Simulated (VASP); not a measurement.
# Co4O5 in VASP: single point with PBEsol

Aim: the single point of Co4O5 with PBEsol.

All numbers are computed with VASP 6.6.1; they aren't measurements. Logs are shortened: lines on timing, memory, paths and dates and some standing lists are left out, and cuts for length are marked.

### Step 1. The cell of the first run

The cell holds a slab with vacuum, 9 atoms: a = 2.946 Å, b = 2.946 Å, c = 25.250 Å, α = 90.00°, β = 90.00°, γ = 90.00°.

### Step 2. Single point, PBEsol, collinear spin, ferromagnetic start

Input file INCAR:

```
PREC = Accurate
ENCUT = 520
EDIFF = 1E-6
ISMEAR = 0
SIGMA = 0.1
LREAL = F
LASPH = T
NELM = 150
ALGO = Fast
ISIF = 2
LWAVE = F
LCHARG = F
ISPIN = 2
MAGMOM = 2.56 2.74 2.67 2.6 0.32 0.4 0.41 0.36 2
LORBIT = 11
LMAXMIX = 4
LDIPOL = T
IDIPOL = 3
DIPOL = 0.5 0.5 0.483
GGA = PS
NBANDS = 47
```

Input file KPOINTS:

```
regular mesh
0
Gamma
  10 10 1
```

Input file POSCAR:

```
Co4O5
1.0
    2.9464519461      0.0000000000      0.0000000000
    0.0000000000      2.9464519461      0.0000000000
    0.0000000000      0.0000000000     25.2503684546
Co O
4 5
Direct
    0.5000000000      0.5000000000      0.3366287512
    0.0000000000      0.0000000000      0.4191406621
    0.5000000000      0.5000000000      0.5109491782
    0.0000000000      0.0000000000      0.5819236396
    0.0000000000      0.0000000000      0.3366287512
    0.5000000000      0.5000000000      0.4191406621
    0.0000000000      0.0000000000      0.5013158959
    0.5000000000      0.5000000000      0.5909722610
    1.0000000000      1.0000000000      0.6460376817
```

Potentials or basis: VASP PAW PBE potentials, release 64 (Co, O).

On the command line:

```sh
$ cat potpaw_PBE.64/Co/POTCAR potpaw_PBE.64/O/POTCAR > POTCAR
$ mpirun -np 1 vasp_std > vasp.out
```

OUTCAR:

```text
PREC = Accurate
   ENCUT = 520
   EDIFF = 1E-6
   ISMEAR = 0
   LREAL = F
   LASPH = T
   NELM = 150
   ISIF = 2
   ISPIN = 2
   LORBIT = 11
   GGA = PS

 ion  position               nearest neighbor table
   1  0.500  0.500  0.337-   5 2.08   5 2.08   5 2.08   5 2.08   6 2.08   2 2.95   2 2.95   2 2.95
                             2 2.95
   2  0.000  0.000  0.419-   7 2.07   6 2.08   6 2.08   6 2.08   6 2.08   5 2.08   1 2.95   1 2.95
                             1 2.95   1 2.95   3 3.12   3 3.12   3 3.12   3 3.12
   3  0.500  0.500  0.511-   8 2.02   7 2.10   7 2.10   7 2.10   7 2.10   6 2.32   4 2.75   4 2.75
                             4 2.75   4 2.75   2 3.12   2 3.12   2 3.12   2 3.12
   4  0.000  0.000  0.582-   9 1.62   7 2.04   8 2.10   8 2.10   8 2.10   8 2.10   3 2.75   3 2.75
                             3 2.75   3 2.75
   5  0.000  0.000  0.337-   1 2.08   1 2.08   1 2.08   1 2.08   2 2.08
   6  0.500  0.500  0.419-   2 2.08   2 2.08   2 2.08   2 2.08   1 2.08   3 2.32
   7  0.000  0.000  0.501-   4 2.04   2 2.07   3 2.10   3 2.10   3 2.10   3 2.10
   8  0.500  0.500  0.591-   3 2.02   4 2.10   4 2.10   4 2.10   4 2.10
   9  0.000  0.000  0.646-   4 1.62

  LATTYP: Found a simple tetragonal cell.
 ALAT       =     2.9464519461
 C/A-ratio  =     8.5697540352

  Lattice vectors:

 A1 = (   2.9464519461,   0.0000000000,   0.0000000000)
 A2 = (   0.0000000000,   2.9464519461,   0.0000000000)
 A3 = (   0.0000000000,   0.0000000000,  25.2503684546)

Analysis of symmetry for initial positions (statically):
=====================================================================
 Subroutine PRICEL returns:
 Original cell was already a primitive cell.

 Routine SETGRP: Setting up the symmetry group for a
 simple tetragonal supercell.

 Subroutine GETGRP returns: Found  8 space group operations
 (whereof  8 operations were pure point group operations)
 out of a pool of 16 trial point group operations.

The static configuration has the point symmetry C_4v.

Analysis of symmetry for dynamics (positions and initial velocities):
=====================================================================
 Subroutine PRICEL returns:
 Original cell was already a primitive cell.

 Routine SETGRP: Setting up the symmetry group for a
 simple tetragonal supercell.

 Subroutine GETGRP returns: Found  8 space group operations
 (whereof  8 operations were pure point group operations)
 out of a pool of 16 trial point group operations.

The dynamic configuration has the point symmetry C_4v.

Analysis of structural, dynamic, and magnetic symmetry:
=====================================================================
 Subroutine PRICEL returns:
 Original cell was already a primitive cell.

 Routine SETGRP: Setting up the symmetry group for a
 simple tetragonal supercell.

 Subroutine GETGRP returns: Found  8 space group operations
 (whereof  8 operations were pure point group operations)
 out of a pool of 16 trial point group operations.

The overall configuration has the point symmetry C_4v.

 Subroutine INISYM returns: Found  8 space group operations
 (whereof  8 operations are pure point group operations),
 and found     1 'primitive' translations

----------------------------------------------------------------------------------------

                                     Primitive cell

  volume of cell :     219.2131

  direct lattice vectors                    reciprocal lattice vectors
     2.946451946  0.000000000  0.000000000     0.339391247  0.000000000  0.000000000
     0.000000000  2.946451946  0.000000000     0.000000000  0.339391247  0.000000000
     0.000000000  0.000000000 25.250368455     0.000000000  0.000000000  0.039603382

  length of vectors
     2.946451946  2.946451946 25.250368455     0.339391247  0.339391247  0.039603382

  position of ions in fractional coordinates (direct lattice)
     0.500000000  0.500000000  0.336628751
     0.000000000  0.000000000  0.419140662
     0.500000000  0.500000000  0.510949178
     0.000000000  0.000000000  0.581923640
     0.000000000  0.000000000  0.336628751
     0.500000000  0.500000000  0.419140662
     0.000000000  0.000000000  0.501315896
     0.500000000  0.500000000  0.590972261
     0.000000000  0.000000000  0.646037682

  ion indices of the primitive-cell ions
   primitive index   ion index
                 1           1
                 2           2
                 3           3
                 4           4
                 5           5
                 6           6
                 7           7
                 8           8
                 9           9

----------------------------------------------------------------------------------------

 KPOINTS: regular mesh

Automatic generation of k-mesh.
 Grid dimensions read from file:
 generate k-points for:   10   10    1

 Generating k-lattice:

  Cartesian coordinates                     Fractional coordinates (reciprocal lattice)
     0.033939125  0.000000000  0.000000000     0.100000000  0.000000000  0.000000000
     0.000000000  0.033939125  0.000000000     0.000000000  0.100000000  0.000000000
     0.000000000  0.000000000  0.039603382     0.000000000  0.000000000  1.000000000

  Length of vectors
     0.033939125  0.033939125  0.039603382

  Shift w.r.t. Gamma in fractional coordinates (k-lattice)
     0.000000000  0.000000000  0.000000000

 Subroutine IBZKPT returns following result:
 ===========================================

 Found     21 irreducible k-points:

 Following reciprocal coordinates:
            Coordinates               Weight
  0.000000  0.000000  0.000000      1.000000
  0.100000  0.000000  0.000000      4.000000
  0.200000  0.000000  0.000000      4.000000
  0.300000  0.000000  0.000000      4.000000
  0.400000  0.000000  0.000000      4.000000
  0.500000  0.000000  0.000000      2.000000
[... 13 lines left out ...]
  0.500000  0.400000  0.000000      4.000000
  0.500000  0.500000  0.000000      1.000000
   k-points           NKPTS =     21   k-points in BZ     NKDIM =     21   number of bands    NBANDS=     47
   number of dos      NEDOS =    301   number of ions     NIONS =      9
   total plane-waves  NPLWV = 110592
   dimension x,y,z NGX =    24 NGY =   24 NGZ =  192
   dimension x,y,z NGXF=    48 NGYF=   48 NGZF=  384
   ions per type =               4   5
   NGX,Y,Z   is equivalent  to a cutoff of  13.54, 13.54, 12.64 a.u.
   NGXF,Y,Z  is equivalent  to a cutoff of  27.08, 27.08, 25.28 a.u.
 SYSTEM =  unknown system
   PREC   = accura    normal or accurate (medium, high low for compatibility)
   ISTART =      0    job   : 0-new  1-cont  2-samecut
   ICHARG =      2    charge: 1-file 2-atom 10-const
   ISPIN  =      2    spin polarized calculation?
   LNONCOLLINEAR =      F non collinear calculations
   LSORBIT =      F    spin-orbit coupling
   LASPH  =      T    aspherical Exc in radial PAW
   ENCUT  =  520.0 eV  38.22 Ry    6.18 a.u.   5.48  5.48 46.95*2*pi/ulx,y,z
   NELM   =    150;   NELMIN=  2; NELMDL= -5     # of ELM steps
   EDIFF  = 0.1E-05   stopping-criterion for ELM
   LREAL  =      F    real-space projection
   EDIFFG = 0.1E-04   stopping-criterion for IOM
   NSW    =      0    number of steps for IOM
   IBRION =     -1    ionic relax: 0-MD 1-quasi-New 2-CG
   NFREE  =      0    steps in history (QN), initial steepest desc. (CG)
   ISIF   =      2    stress and relaxation
   ISYM   =      2    0-nonsym 1-usesym 2-fastsym
   POTIM  = 0.5000    time-step for ionic-motion
   TEBEG  =    0.0;   TEEND  =   0.0 temperature during run
   PSTRESS=    0.0 pullay stress
   NELECT =      66.0000    total number of electrons
   NUPDOWN=      -1.0000    fix difference up-down
   EMIN   =  10.00;   EMAX   =-10.00  energy-range for DOS
   EFERMI =   0.00;   METHOD = LEGACY
   ISMEAR =     0;   SIGMA  =   0.10  broadening in eV -4-tet -1-fermi 0-gaus
   EFERMI_NEDOS =   21; number of points for ismear=-14 and -15
   IALGO  =     68    algorithm
   IMIX   =      4    mixing-type and parameters
     AMIX     =   0.40;   BMIX     =  1.00
     AMIX_MAG =   1.60;   BMIX_MAG =  1.00
  volume/ion in A,a.u.               =      24.36       164.37
  Fermi-wavevector in a.u.,A,eV,Ry     =   1.097238  2.073478 16.380465  1.203930
  Thomas-Fermi vector in A             =   2.233594
   LORBIT       =     11    0 simple, 1 ext, 2 COOP (PROOUT), +10 PAW based schemes
   GGA     = PS    functional components
   LHFCALC =     F    Hartree Fock is set to
   AEXX    =    0.0000 exact exchange contribution
   IVDW    =     0    specifies the selected vdW correction
   LEPSILON=     F    determine dielectric tensor
   LRPA    =     F    only Hartree local field effects (RPA)
 spin polarized calculation
 RMM-DIIS sequential band-by-band and
 Gauss-broadening in eV      SIGMA  =   0.10
  energy-cutoff  :      520.00
  volume of cell :      219.21
 maximum number of plane-waves:      5989
 NGX is ok and might be reduce to    24
   NGX = 11   NGY = 11   NGZ = 93

 dipolmoment           0.000000      0.000000     -0.402338 electrons x Angstroem

 number of electron      65.9999984 magnetization      11.2022385

 dipolmoment           0.000000      0.000000      0.188114 electrons x Angstroem

 Free energy of the ion-electron system (eV)
  ---------------------------------------------------
  ext. energy  EPLUGINS =         0.00000000
  ---------------------------------------------------
  free energy    TOTEN  =       -60.10731481 eV

  energy without entropy =      -60.04435631  energy(sigma->0) =      -60.07583556

 E-fermi :  -0.8792     XC(G=0):  -5.3197

 val. band max:       -0.8797144983   @ k =   0.5000   0.2000   0.0000
 cond. band min:      -0.8783557671   @ k =   0.4000   0.2000   0.0000
 fundamental gap:      0.0013587312
 Fermi energy:        -0.8792231444

 spin component 1

 k-point     1 :       0.0000    0.0000    0.0000
  band No.  band energies     occupation
      1     -21.3476      1.00000
      2     -20.7755      1.00000
      3     -20.3722      1.00000
      4     -20.0210      1.00000
      5     -18.7897      1.00000
      6      -8.2935      1.00000
[... 997 lines left out ...]
     44       8.5010      0.00000
     45       8.5010      0.00000
 Fermi energy:        -0.8792231444

 spin component 2

 k-point     1 :       0.0000    0.0000    0.0000
  band No.  band energies     occupation
      1     -20.8344      1.00000
      2     -20.2468      1.00000
      3     -19.8192      1.00000
      4     -19.4503      1.00000
      5     -17.4869      1.00000
      6      -7.7289      1.00000
[... 997 lines left out ...]
     44       9.0644      0.00000
     45       9.0648      0.00000
 [bands above 45 left out]

------------------------ aborting loop because EDIFF is reached ----------------------------------------

 vacuum level on the upper side and lower side of the slab       (xc-potential included)         1.948        -1.895

  FORCE on cell =-STRESS in cart. coord.  units (eV):
  Direction    XX          YY          ZZ          XY          YZ          ZX
  --------------------------------------------------------------------------------------
  -------------------------------------------------------------------------------------
  Total       -3.9819457     -3.9819457     -0.7175263      0.0000000      0.0000000      0.0000000
  in kB      -29.1031144    -29.1031144     -5.2442325      0.0000000      0.0000000      0.0000000
  external PRESSURE =     -21.1501538 kB  Pullay stress =       0.0000000 kB

 VOLUME and BASIS-vectors are now :
 -----------------------------------------------------------------------------
  energy-cutoff  :      520.00
  volume of cell :      219.21
      direct lattice vectors                 reciprocal lattice vectors
     2.946451946  0.000000000  0.000000000     0.339391247  0.000000000  0.000000000
     0.000000000  2.946451946  0.000000000     0.000000000  0.339391247  0.000000000
     0.000000000  0.000000000 25.250368455     0.000000000  0.000000000  0.039603382

 POSITION                                       TOTAL-FORCE (eV/Angst)
 -----------------------------------------------------------------------------------
      1.47323      1.47323      8.50000         0.000000      0.000000      0.683210
      0.00000      0.00000     10.58346         0.000000     -0.000000     -0.002833
      1.47323      1.47323     12.90166         0.000000      0.000000     -0.252374
      0.00000      0.00000     14.69379         0.000000     -0.000000      2.192717
      0.00000      0.00000      8.50000         0.000000     -0.000000     -0.445825
      1.47323      1.47323     10.58346        -0.000000     -0.000000     -0.079448
      0.00000      0.00000     12.65841         0.000000     -0.000000     -0.009150
      1.47323      1.47323     14.92227         0.000000     -0.000000     -2.466100
      0.00000      0.00000     16.31269         0.000000     -0.000000      0.379803
 -----------------------------------------------------------------------------------
    total drift:                                0.000000     -0.000000     -0.000323

  FREE ENERGIE OF THE ION-ELECTRON SYSTEM (eV)
  ---------------------------------------------------
  free  energy   TOTEN  =       -60.1073148059 eV

  energy  without entropy=      -60.0443563063  energy(sigma->0) =      -60.07583556

 vacuum level on the upper side and lower side of the slab         7.060         3.131

 total charge

# of ion       s       p       d       tot
------------------------------------------
    1        0.304   0.353   7.164   7.821
    2        0.321   0.410   7.157   7.887
    3        0.324   0.403   7.210   7.937
    4        0.416   0.600   7.337   8.353
    5        1.551   3.383   0.000   4.934
    6        1.553   3.409   0.000   4.962
    7        1.552   3.427   0.000   4.979
    8        1.590   3.287   0.000   4.878
    9        1.617   3.171   0.000   4.789
--------------------------------------------------
tot          9.229  18.441  28.868  56.539

 magnetization (x)

# of ion       s       p       d       tot
------------------------------------------
    1        0.025   0.024   2.375   2.425
    2        0.016   0.015   2.500   2.531
    3        0.013   0.022   2.463   2.497
    4        0.006   0.018   1.387   1.411
    5        0.024   0.242   0.000   0.266
    6        0.030   0.298   0.000   0.328
    7        0.027   0.260   0.000   0.287
    8        0.011   0.203   0.000   0.214
    9        0.009   0.787   0.000   0.795
--------------------------------------------------
tot          0.160   1.868   8.725  10.753
```

Wall time 30 min (1 thread of Oxide Virtual Turin-like, shared host); peak memory 0.56 GiB.

What came out:

- Free energy: -60.1073 eV
- Largest force: 2.466 eV/Å
- Net moment: 11.20 μB per cell
- Site moments: Co +2.42, +2.53, +2.50, +1.41; O +0.27, +0.33, +0.29, +0.21, +0.80 μB
- Valence electrons inside the program's atomic spheres: Co 7.82, 7.89, 7.94, 8.35; O 4.93, 4.96, 4.98, 4.88, 4.79

Forces on the atoms (eV/Å):
```
Co   0.000  0.000  0.683
Co   0.000  0.000 -0.003
Co   0.000  0.000 -0.252
Co   0.000  0.000  2.193
O    0.000  0.000 -0.446
O    0.000  0.000 -0.079
O    0.000  0.000 -0.009
O    0.000  0.000 -2.466
O    0.000  0.000  0.380
```

Levels at points of the mesh, in eV from the Fermi level:
Spin up:
```
           k point  band 37  band 38  band 39  band 40  band 41  band 42
(0.00, 0.00, 0.00)    -1.55    -0.68    -0.68    -0.31     1.19     2.73
(0.50, 0.00, 0.00)     0.28     0.42     0.74     1.64     4.94     5.31
(0.50, 0.50, 0.00)    -1.13    -1.12    -1.12     0.09     5.36     6.73
```
Spin down:
```csv
k point,band 24,band 25,band 26,band 27,band 28,band 29,band 30,band 31,band 32,band 33
"(0.00, 0.00, 0.00)",-1.33,-0.62,-0.55,-0.55,-0.15,0.07,0.07,0.08,0.15,0.16
"(0.50, 0.00, 0.00)",-0.18,-0.18,-0.16,0.05,0.05,0.14,0.22,0.25,0.88,1.30
"(0.50, 0.50, 0.00)",-0.34,-0.27,-0.05,-0.05,0.10,0.18,0.22,0.26,0.54,0.60
```

Caveat: the PAW data sets were made with another functional, which shifts forces and pressure a little; semilocal functionals often make such compounds metallic where correlation or magnetic order opens a gap, which also shifts bond lengths.
